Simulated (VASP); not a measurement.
Al:

```
Al
1.0
     0.00000    2.65986    2.65986
     2.65986    0.00000    2.65986
     2.65986    2.65986    0.00000
Al
2
Direct
  0.50000 0.50000 0.50000
  0.75000 0.75000 0.75000
```

| Item | Value |
| --- | --- |
| Program | VASP 6.6.1 |
| Task | relaxation of cell and atoms |
| Functional | PBEsol |
| Potentials or basis | VASP PAW PBE potentials, release 64 (Al) |
| Cutoff | 600 eV |
| k mesh | 6 × 6 × 6 |
| Occupations | gaussian, width 0.1 eV |
| Spin | no spin polarisation |

At the start: pressure 29.3 GPa; volume 18.82 Å³/atom.

Task: Where does the relaxation end?

Result: Over 4 steps the energy falls by 556.2 meV/atom and the volume is 26.95 Å³/atom (+43.2 %); space group Fd-3m (No. 227, to 0.05 Å).

The path:
```
step  energy change (eV)  largest force (eV/Å)  pressure (GPa)  volume (Å³)
   1              0.0000                0.0000           29.27        37.64
   2             -1.0459                0.0000           -3.35        59.64
   3             -1.1120                0.0000            0.32        53.43
   4             -1.1124                0.0000           -0.05        53.91
```

Final structure:
```
Al
1.0
     0.00000    2.99832    2.99832
     2.99832    0.00000    2.99832
     2.99832    2.99832    0.00000
Al
2
Direct
  0.50000 0.50000 0.50000
  0.75000 0.75000 0.75000
```

Caveat: the volume moved by over 15 % at a fixed basis, so the end points are rough; the PAW data sets were made with another functional, which shifts forces and pressure a little.
